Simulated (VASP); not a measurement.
A run of VASP 6.6.1 is set up as follows.

File INCAR:

```
  PREC = Accurate
  ENCUT = 520
  EDIFF = 1E-7
  ISMEAR = 0
  SIGMA = 0.05
  LREAL = F
  LASPH = T
  NELM = 80
  ALGO = Normal
  ISIF = 2
  LWAVE = F
  LCHARG = F
  GGA = PE
  NBANDS = 18
```

KPOINTS

```
Automatic mesh
0
Gamma
  9 9 6
```

POSCAR

```
LiF
1.0
    3.0932795901      0.0000000000      0.0000000000
   -1.5466397950      2.6788587060      0.0000000000
    0.0000000000      0.0000000000      5.0058543606
Li F
2 2
Direct
    0.3333333333      0.6666666667      0.4320721835
    0.6666666667      0.3333333333      0.9320721835
    0.3333333333      0.6666666667      0.9939266766
    0.6666666667      0.3333333333      0.4939266766
```

Potentials or basis: VASP PAW PBE potentials, release 64 (Li_sv, F).

Command:

```bash
$ cat potpaw_PBE.64/Li_sv/POTCAR potpaw_PBE.64/F/POTCAR > POTCAR
$ mpirun -np 1 vasp_std > vasp.out
```

Task: Predict the largest force.

Result: 0.300 eV/Å.

Task: Predict the band gap on the k mesh.

Result: 7.40 eV, direct.

Forces on the atoms (eV/Å):
```
Li   0.000  0.000 -0.300
Li   0.000  0.000 -0.300
F    0.000  0.000  0.300
F    0.000  0.000  0.300
```

 A k mesh can miss the band edges.
